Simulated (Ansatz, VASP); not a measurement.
## Two plane-wave programs on Ba2H

```
Ba H
1.0
     0.00000    3.92969    0.00000
     3.92969    0.00000    0.00000
     1.96484    1.96484   -7.10618
Ba H
2 1
Cartesian
  1.9648 1.9648 -1.8476
  3.9297 3.9297 -5.2586
  0.0000 0.0000 0.0000
```

Alike in both runs: task single point; functional r2SCAN; k mesh 5 × 5 × 5; occupations methfessel-paxton of order 1, width 0.0911 eV; no spin polarisation.

```csv
,VASP,Ansatz
version,VASP 6.6.1,Ansatz 0.2.0
potentials or method,"VASP PAW PBE potentials, release 64 (Ba_sv, H), cutoff 520 eV",PAW plane waves
valence electrons in the cell,21,21
```

|  | VASP | Ansatz | Ansatz less VASP |
| --- | --- | --- | --- |
| gap on the k mesh at the Fermi level (eV) | none | none | - |
| pressure (GPa) | -0.1 | -0.4 | -0.22 |
| traceless stress, the component that is largest in VASP (GPa) | 1.47 | 1.47 | 0.000 |
| rms of the force components (eV/Å) | 0.137 | 0.156 | +0.0190 |

VASP's potentials were made for PBE, not for r2SCAN. Atom by atom the forces differ by 0.019 eV/Å (rms over components). A gap of «none» marks a metal or a gap that the smearing closes. With one functional, cell and mesh, what is left measures potentials, basis and numerics.

Spin-orbit coupling is off throughout.
